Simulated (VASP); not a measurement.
Ta: relaxation of cell and atoms with LDA

Crystal: Ta.

```
CELL_PARAMETERS angstrom
2.76449 0.00000 0.00000
-1.38225 2.39412 0.00000
0.00000 0.00000 4.90188
ATOMIC_POSITIONS crystal
Ta 0.33333 0.66667 0.25000
Ta 0.66667 0.33333 0.75000
```

This isn't the form of Ta at room conditions, which is bcc.

| Item | Value |
| --- | --- |
| Program | VASP 6.6.1 |
| Task | relaxation of cell and atoms |
| Functional | LDA |
| Potentials or basis | VASP PAW LDA potentials, release 64 (Ta_pv) |
| Cutoff | 600 eV |
| k mesh | 16 × 16 × 9 |
| Occupations | fermi-dirac, width 0.08 eV |
| Spin | no spin polarisation |
| Target pressure | 21 GPa |
| Dipole correction | no |
| Further INCAR settings | ALGO = Normal; EDIFF = 1e-06; IBRION = 2; EDIFFG = -0.005; NSW = 32; ISIF = 3 |

```json
{
  "Relaxed volume": "16.29 Å³/atom",
  "Relaxed cell": "a = 2.768 Å, b = 2.768 Å, c = 4.908 Å, α = 90.00°, β = 90.00°, γ = 120.00°",
  "Space group after relaxing (to 0.1 Å)": "P6_3/mmc (No. 194)",
  "Energy change on relaxing (the run minimises the enthalpy)": "-8.8 meV/atom",
  "Ionic steps": "6",
  "Pressure after relaxing": "21.0 GPa",
  "Band gap on the k mesh": "zero (bands 11 and 12 overlap by 2.59 eV)"
}
```

The path:
```tsv
step	energy change (eV)	largest force (eV/Å)	pressure (GPa)	volume (Å³)
1	0.0000	0.0000	22.12	32.44
2	-0.0661	0.0000	17.46	32.98
3	-0.0178	0.0000	21.04	32.58
4	-0.0183	0.0000	20.94	32.58
5	-0.0151	0.0000	21.10	32.56
6	-0.0176	0.0000	21.03	32.57
```

Final structure:
```xyz
2
Lattice="2.7682 0.0000 0.0000 -1.3841 2.3973 0.0000 0.0000 0.0000 4.9084" Properties=species:S:1:pos:R:3 pbc="T T T"
Ta    0.0000    1.5982    1.2271
Ta    1.3841    0.7991    3.6813
```

Levels at points of the mesh, in eV from the Fermi level:
| k point | band 9 | band 10 | band 11 | band 12 | band 13 | band 14 |
| --- | --- | --- | --- | --- | --- | --- |
| (0.00, 0.00, 0.00) | -0.81 | 0.48 | 0.48 | 0.55 | 1.18 | 1.18 |
| (0.50, 0.00, 0.00) | -4.07 | -0.45 | -0.08 | 0.62 | 0.71 | 6.51 |

Wall time 67 s on 1 thread of Intel(R) Xeon(R) 6975P-C (Granite Rapids), with other jobs on the host, peak memory 0.21 GiB.

Caveat: the cell is relaxed towards a set pressure, so the run minimises the enthalpy, not the energy; spin-orbit coupling is left out, which moves the levels of the heavy elements.
